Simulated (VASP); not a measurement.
A run of VASP 6.6.1:

POSCAR

```
Al2Cu
1.0
   -2.0273575169      2.0273575169      2.5802887621
    2.0273575169     -2.0273575169      2.5802887621
    2.0273575169      2.0273575169     -2.5802887621
Al Cu
2 1
Direct
    0.7500000000      0.2500000000      0.5000000000
    0.2500000000      0.7500000000      0.5000000000
    0.5000000000      0.5000000000      0.0000000000
```

Contents of INCAR.step1:

```
PREC = Accurate
ENCUT = 520
ISMEAR = 0
SIGMA = 0.15
LREAL = F
LASPH = T
NELM = 100
NBANDS = 16
GGA = PE
ALGO = Normal
EDIFF = 1E-4
LWAVE = T
LCHARG = F
```

File INCAR.step2:

```
PREC = Accurate
ENCUT = 520
EDIFF = 1E-7
ISMEAR = 0
SIGMA = 0.15
LREAL = F
LASPH = T
NELM = 100
ALGO = Normal
ISIF = 2
LWAVE = F
LCHARG = F
METAGGA = R2SCAN
LMIXTAU = T
NBANDS = 16
ISTART = 1
```

Contents of KPOINTS:

```
Automatic mesh
0
Gamma
  16 16 16
```

Potentials or basis: VASP PAW PBE potentials, release 64 (Al, Cu).

Run with:

```sh
$ cat potpaw_PBE.64/Al/POTCAR potpaw_PBE.64/Cu/POTCAR > POTCAR
$ cp INCAR.step1 INCAR
$ mpirun -np 1 vasp_std > vasp.out
$ cp INCAR.step2 INCAR
$ mpirun -np 1 vasp_std > vasp.out
```

Hardware: 1 thread of Intel Xeon 8259CL, on a shared host.

Q: How long does it take, and how much memory?

A: Wall time 33 min on 1 thread of Intel Xeon 8259CL, on a shared host, peak memory 0.36 GiB. Counts: k points 349.
